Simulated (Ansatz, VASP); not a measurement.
# NiO in VASP and in Ansatz

Contents of INCAR:

```
SYSTEM = NiO
  PREC = Accurate
  ENCUT = 520
  EDIFF = 1E-8
  ISMEAR = -1
  SIGMA = 0.03
  LREAL = .FALSE.
  LASPH = .TRUE.
  NELM = 150
  ALGO = Normal
  ISIF = 2
  LWAVE = .FALSE.
  LCHARG = .FALSE.
  ISPIN = 2
  MAGMOM = 1.5 0
  LORBIT = 11
  LMAXMIX = 4
  GGA = PE
  LEFG = .TRUE.
  NBANDS = 19
```

Contents of KPOINTS:

```
Automatic mesh
0
G
  14 14 14
  0 0 0
```

Contents of POSCAR:

```
NiO
1.0
    0.0000000000      2.2218791056      2.2218791056
    2.2218791056      0.0000000000      2.2218791056
    2.2218791056      2.2218791056      0.0000000000
Ni O
1 1
Direct
    0.0000000000      0.0000000000      0.0000000000
    0.2500000000      0.2500000000      0.2500000000
```

Input for Ansatz:

```yaml
crystal:
  lattice:
    - [0.0, 2.2218791056, 2.2218791056]
    - [2.2218791056, 0.0, 2.2218791056]
    - [2.2218791056, 2.2218791056, 0.0]
  atoms:
    - { symbol: Ni, position: [0.0, 0.0, 0.0], spin: 1.5 }
    - { symbol: O, position: [0.25, 0.25, 0.25] }
magnetization:
  spin_polarized: true
kpoints:
  mp_grid: { grid: [14, 14, 14] }
scf:
  occupations: { method: fermi_dirac, width: 0.03 }
hamiltonian:
  xc: pbe
  pseudopotentials: { kind: paw }
output:
  forces: true
  stress: true
  eigenvalues: true
  efg: { contact_densities: true }
```

Change from the starting cell: volume scaled by 0.975, PAW files.

Alike in both runs: task electric field gradients; functional PBE; k mesh 14 × 14 × 14; occupations fermi-dirac, width 0.03 eV; collinear spin.

|  | VASP | Ansatz |
| --- | --- | --- |
| version | VASP 6.6.1 | Ansatz 0.2.0 |
| potentials or method | VASP PAW PBE potentials, release 64 (Ni, O) | PAW with Ansatz's default frozen-core files, scalar-relativistic |
| plane-wave cutoff (eV) | 520 | 420 |
| valence electrons in the cell | 16 | 24 |

|  | VASP | Ansatz | Ansatz less VASP |
| --- | --- | --- | --- |
| pressure (GPa) | 3.9 | 3.8 | -0.15 |
| net moment per atom (μB) | 0.93 | 0.95 | +0.015 |
| size of the moment on the site where the two differ most (μB) | 1.46 | 1.43 | -0.027 |

Site moments also hang on the region over which each program counts them. With one functional, cell and mesh, what is left measures potentials, basis and numerics. VASP's potentials hold 16 valence electrons a cell and Ansatz's 24, so a difference there can come from the potentials and not from the codes.
